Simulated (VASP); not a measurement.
## CdSe: single point with PBE

The system is CdSe.

```
Cd Se
1.0
    -0.34083    2.78857    3.09841
     3.09841   -0.34083    3.09841
     2.75759    2.44775    0.00000
Cd Se
1 1
Direct
  0.00000 0.00000 0.00000
  0.75000 0.75000 0.75000
```

This cell differs from its parent crystal: engineering shear strain xz -0.2200, normal strain along z -0.1000.

```yaml
Program: VASP 6.6.1
Task: single point
Functional: PBE
Potentials_or_basis: VASP PAW PBE potentials, release 64 (Cd, Se)
Cutoff: 520 eV
k_mesh: 10 × 10 × 10
Occupations: gaussian, width 0.05 eV
Spin: no spin polarisation
Dipole_correction: no
Further_INCAR_settings: ALGO = Normal; EDIFF = 1e-06; NBANDS = 16
```

```
Pressure               : 11.3 GPa
Largest force          : 2.434 eV/Å
Band gap on the k mesh : 0.07 eV (least direct gap 0.09 eV)
```

Forces on the atoms (eV/Å):
```
Cd   0.000  0.000  2.434
Se   0.000  0.000 -2.434
```

Stress tensor (GPa, compression positive):
```
11.64 14.11  0.00
14.11 10.83  0.00
 0.00  0.00 11.35
```

Levels at points of the mesh, in eV from the valence-band top:
```tsv
k point	band 6	band 7	band 8	band 9	band 10	band 11	band 12	band 13
(0.00, 0.00, 0.00)	-8.38	-1.15	-0.93	-0.02	0.07	3.99	5.94	7.33
(0.50, 0.00, 0.00)	-8.16	-5.30	-1.44	-0.50	1.99	5.74	6.52	7.89
(0.50, 0.50, 0.00)	-8.06	-5.14	-3.31	-1.22	1.72	4.82	8.35	9.22
(0.00, 0.00, 0.50)	-7.96	-5.31	-2.04	-1.44	1.41	5.12	5.83	7.25
(0.50, 0.00, 0.50)	-7.84	-4.63	-2.91	-2.71	2.28	2.56	7.81	8.93
(0.00, 0.50, 0.50)	-8.04	-5.17	-2.39	-2.34	2.64	3.53	7.38	8.93
```

It took 71 s on 1 thread of Intel(R) Xeon(R) 6975P-C (Granite Rapids) (shared host), peak memory 0.37 GiB.

Caveat: the cell differs from its parent crystal (engineering shear strain xz -0.2200, normal strain along z -0.1000); the cell stands under pressure; semilocal functionals underestimate gaps, and a narrow one can read as zero; forces of over 1 eV/Å act on the atoms, so gaps and moduli don't describe the material at rest. A k mesh can miss the band edges.
